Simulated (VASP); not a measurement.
# Ru (P6_3/mmc) in VASP: further runs

The runs below take Ru through single point, with LDA.

Everything below comes from runs of VASP 6.6.1. Logs are shortened: lines on timing, memory, paths and dates and some standing lists are left out, and cuts for length are marked.

## 1. The cell of the first run

It takes space group P6_3/mmc (No. 194, hexagonal). The conventional cell has a = 2.628 Å, b = 2.628 Å, c = 8.439 Å, α = 90.00°, β = 90.00°, γ = 120.00°. Within 3.4 Å of Ru (site symmetry -3m) lie 12 Ru at 2.60 to 2.63 Å. Ru (site symmetry -6m2) has 12 Ru at 2.60 to 2.63 Å within 3.4 Å.

## 2. Single point, LDA (12.62 Å³/atom)

The input, INCAR:

```
SYSTEM = Ru
PREC = Accurate
ENCUT = 560
EDIFF = 1E-6
ISMEAR = -1
SIGMA = 0.1
LREAL = .False.
LASPH = .True.
NELM = 120
ALGO = Normal
ISIF = 2
LWAVE = .False.
LCHARG = .True.
LELF = .True.
LVHAR = .True.
NBANDS = 40
GGA_COMPAT = .False.
```

The input, KPOINTS:

```
Automatic mesh
0
Gamma
  15 15 4
  0 0 0
```

The input, POSCAR:

```
Ru
1.0
    2.6280279811      0.0000000000      0.0000000000
   -1.3140139906      2.2759389935      0.0000000000
    0.0000000000      0.0000000000      8.4387953804
Ru
4
Direct
    0.0000000000      0.0000000000      1.0000000000
    0.0000000000      0.0000000000      0.5000000000
    0.3333333333      0.6666666667      0.2500000000
    0.6666666667      0.3333333333      0.7500000000
```

Potentials or basis: VASP PAW LDA potentials, release 64 (Ru_sv).

Started as:

```bash
cat potpaw_LDA.64/Ru_sv/POTCAR > POTCAR
mpirun -np 1 vasp_std > vasp.out
```

OUTCAR:

```text
SYSTEM = Ru
   PREC = Accurate
   ENCUT = 560
   EDIFF = 1E-6
   ISMEAR = -1
   LREAL = .False.
   LASPH = .True.
   NELM = 120
   ISIF = 2

 ion  position               nearest neighbor table
   1  0.000  0.000  0.000-   3 2.60   4 2.60   4 2.60   3 2.60   4 2.60   3 2.60
   2  0.000  0.000  0.500-   3 2.60   4 2.60   4 2.60   3 2.60   4 2.60   3 2.60
   3  0.333  0.667  0.250-   1 2.60   2 2.60   1 2.60   2 2.60   1 2.60   2 2.60
   4  0.667  0.333  0.750-   1 2.60   2 2.60   1 2.60   2 2.60   1 2.60   2 2.60

  LATTYP: Found a hexagonal cell.
 ALAT       =     2.6280279811
 C/A-ratio  =     3.2110751640

  Lattice vectors:

 A1 = (   2.6280279811,   0.0000000000,   0.0000000000)
 A2 = (  -1.3140139906,   2.2759389935,   0.0000000000)
 A3 = (   0.0000000000,   0.0000000000,   8.4387953804)

Analysis of symmetry for initial positions (statically):
=====================================================================
 Subroutine PRICEL returns:
 Original cell was already a primitive cell.

 Routine SETGRP: Setting up the symmetry group for a
 hexagonal supercell.

 Subroutine GETGRP returns: Found 24 space group operations
 (whereof 12 operations were pure point group operations)
 out of a pool of 24 trial point group operations.

The static configuration has the point symmetry D_3d.
 The point group associated with its full space group is D_6h.

Analysis of symmetry for dynamics (positions and initial velocities):
=====================================================================
 Subroutine PRICEL returns:
 Original cell was already a primitive cell.

 Routine SETGRP: Setting up the symmetry group for a
 hexagonal supercell.

 Subroutine GETGRP returns: Found 24 space group operations
 (whereof 12 operations were pure point group operations)
 out of a pool of 24 trial point group operations.

The dynamic configuration has the point symmetry D_3d.
 The point group associated with its full space group is D_6h.

 Subroutine INISYM returns: Found 24 space group operations
 (whereof 12 operations are pure point group operations),
 and found     1 'primitive' translations

----------------------------------------------------------------------------------------

                                     Primitive cell

  volume of cell :      50.4744

  direct lattice vectors                    reciprocal lattice vectors
     2.628027981  0.000000000  0.000000000     0.380513452  0.219689544  0.000000000
[... 77 lines left out ...]
   ions per type =               4
   NGX,Y,Z   is equivalent  to a cutoff of  12.65, 12.65, 13.79 a.u.
   NGXF,Y,Z  is equivalent  to a cutoff of  25.30, 25.30, 27.58 a.u.
 SYSTEM =  Ru
   PREC   = accura    normal or accurate (medium, high low for compatibility)
   ISTART =      0    job   : 0-new  1-cont  2-samecut
   ICHARG =      2    charge: 1-file 2-atom 10-const
   ISPIN  =      1    spin polarized calculation?
   LNONCOLLINEAR =      F non collinear calculations
   LSORBIT =      F    spin-orbit coupling
   LASPH  =      T    aspherical Exc in radial PAW
   ENCUT  =  560.0 eV  41.16 Ry    6.42 a.u.   5.07  5.07 16.28*2*pi/ulx,y,z
   NELM   =    120;   NELMIN=  2; NELMDL= -5     # of ELM steps
   EDIFF  = 0.1E-05   stopping-criterion for ELM
   LREAL  =      F    real-space projection
[... 7 lines left out ...]
   TEBEG  =    0.0;   TEEND  =   0.0 temperature during run
   PSTRESS=    0.0 pullay stress
   NELECT =      64.0000    total number of electrons
   NUPDOWN=      -1.0000    fix difference up-down
   EMIN   =  10.00;   EMAX   =-10.00  energy-range for DOS
   EFERMI =   0.00;   METHOD = LEGACY
   ISMEAR =    -1;   SIGMA  =   0.10  broadening in eV -4-tet -1-fermi 0-gaus
   EFERMI_NEDOS =   21; number of points for ismear=-14 and -15
   IALGO  =     38    algorithm
   IMIX   =      4    mixing-type and parameters
     AMIX     =   0.40;   BMIX     =  1.00
     AMIX_MAG =   1.60;   BMIX_MAG =  1.00
  volume/ion in A,a.u.               =      12.62        85.15
  Fermi-wavevector in a.u.,A,eV,Ry     =   1.771921  3.348446 42.718289  3.139706
  Thomas-Fermi vector in A             =   2.838417
   LORBIT       =      0    0 simple, 1 ext, 2 COOP (PROOUT), +10 PAW based schemes
   GGA     = CA    functional components
   LHFCALC =     F    Hartree Fock is set to
   AEXX    =    0.0000 exact exchange contribution
   IVDW    =     0    specifies the selected vdW correction
   LEPSILON=     F    determine dielectric tensor
   LRPA    =     F    only Hartree local field effects (RPA)
 non-spin polarized calculation
  energy-cutoff  :      560.00
  volume of cell :       50.47
 maximum number of plane-waves:      1545
   NGX = 11   NGY = 11   NGZ = 33

 number of electron      64.0000007 magnetization

 Free energy of the ion-electron system (eV)
  ---------------------------------------------------
  ext. energy  EPLUGINS =         0.00000000
  ---------------------------------------------------
  free energy    TOTEN  =       -42.41629287 eV

  energy without entropy =      -42.29419079  energy(sigma->0) =      -42.35524183

 E-fermi :  16.4935     XC(G=0): -14.9746

 val. band max:       16.4763942170   @ k =   0.3333   0.2000   0.5000
 cond. band min:      16.4955147729   @ k =   0.0667  -0.0000   0.2500
 fundamental gap:      0.0191205559
 Fermi energy:        16.4935145346

 k-point     1 :       0.0000    0.0000    0.0000
  band No.  band energies     occupation
      1     -56.3689      2.00000
      2     -56.2557      2.00000
      3     -56.2128      2.00000
      4     -56.0969      2.00000
      5     -27.2045      2.00000
      6     -26.5380      2.00000
[... 1021 lines left out ...]
     39      23.7189      0.00000
     40      24.2283      0.00000

 [... further k-points ...]
[... 5 lines left out ...]
  --------------------------------------------------------------------------------------
  -------------------------------------------------------------------------------------
  Total        5.0215126      5.0215126      5.7013068     -0.0000000      0.0000000     -0.0000000
  in kB      159.3947751    159.3947751    180.9730632     -0.0000000      0.0000000     -0.0000000
  external PRESSURE =     166.5875378 kB  Pullay stress =       0.0000000 kB

 VOLUME and BASIS-vectors are now :
 -----------------------------------------------------------------------------
  energy-cutoff  :      560.00
  volume of cell :       50.47
      direct lattice vectors                 reciprocal lattice vectors
     2.628027981  0.000000000  0.000000000     0.380513452  0.219689544  0.000000000
    -1.314013991  2.275938994  0.000000000     0.000000000  0.439379088  0.000000000
     0.000000000  0.000000000  8.438795380     0.000000000  0.000000000  0.118500326

 POSITION                                       TOTAL-FORCE (eV/Angst)
 -----------------------------------------------------------------------------------
      0.00000      0.00000      0.00000         0.000000      0.000000      0.000000
      0.00000      0.00000      4.21940        -0.000000      0.000000      0.000000
     -0.00000      1.51729      2.10970         0.000000     -0.000000      0.000000
      1.31401      0.75865      6.32910        -0.000000      0.000000     -0.000000
 -----------------------------------------------------------------------------------
    total drift:                                0.000000     -0.000000      0.000000

  FREE ENERGIE OF THE ION-ELECTRON SYSTEM (eV)
  ---------------------------------------------------
  free  energy   TOTEN  =       -42.4162928743 eV

  energy  without entropy=      -42.2941907941  energy(sigma->0) =      -42.35524183
```

stdout:

```text
POSCAR found type information on POSCAR Ru
 POSCAR found :  1 types and       4 ions
 scaLAPACK will be used
 LDA part: xc-table for (Slater(with rela. corr.)+CA(PZ))
 , standard interpolation
 POSCAR, INCAR and KPOINTS ok, starting setup
 FFT: planning ... GRIDC
 FFT: planning ... GRID_SOFT
 FFT: planning ... GRID
 WAVECAR not read
 entering main loop
```

It took 2.3 min on 1 thread of Intel Xeon Platinum 8259CL at 2.50GHz (Skylake/Cascade Lake), shared host; peak memory 0.23 GiB.

Results:

```
Free energy            : -42.4163 eV
Pressure               : 16.7 GPa
Band gap on the k mesh : zero (bands 32 and 33 overlap by 3.20 eV)
```

Caveat: the cell stands under pressure.

## 3. Single point, LDA

This run uses another cell than the first one, of 13.14 Å³/atom.

The input, INCAR:

```
  ALGO = Normal
  EDIFF = 1E-6
  ENCUT = 560
  GGA = CA
  GGA_COMPAT = False
  ISIF = 2
  ISMEAR = -1
  LASPH = True
  LCHARG = False
  LREAL = False
  LWAVE = False
  NBANDS = 40
  NELM = 120
  PREC = Accurate
  SIGMA = 0.1
```

The input, KPOINTS:

```
k-points
0
Gamma
  13 13 4
```

The input, POSCAR:

```
Ru
1.0
    2.6640328385      0.0000000000      0.0000000000
   -1.3320164193      2.3071201147      0.0000000000
    0.0000000000      0.0000000000      8.5544096839
Ru
4
Direct
    0.0000000000      0.0000000000      1.0000000000
    0.0000000000      0.0000000000      0.5000000000
    0.3333333333      0.6666666667      0.2500000000
    0.6666666667      0.3333333333      0.7500000000
```

Potentials or basis: VASP PAW LDA potentials, release 64 (Ru_sv).

Started as:

```bash
cat potpaw_LDA.64/Ru_sv/POTCAR > POTCAR
mpirun -np 1 vasp_std > vasp.out
```

Run time: 58 s. Hardware: 1 thread of Intel Xeon 6975P-C (Granite Rapids), shared host; peak memory 0.22 GiB.

The run converged. Its results:

```
Free energy            : -42.5060 eV
Pressure               : 0.6 GPa
Band gap on the k mesh : zero (bands 32 and 33 overlap by 3.02 eV)
```

Levels at points of the mesh, in eV from the Fermi level:
| k point | band 30 | band 31 | band 32 | band 33 | band 34 | band 35 |
| --- | --- | --- | --- | --- | --- | --- |
| (0.00, 0.00, 0.00) | -2.26 | -2.26 | -0.87 | -0.87 | -0.11 | -0.11 |
| (0.00, 0.00, 0.50) | -2.57 | -0.67 | -0.67 | -0.42 | -0.42 | -0.42 |
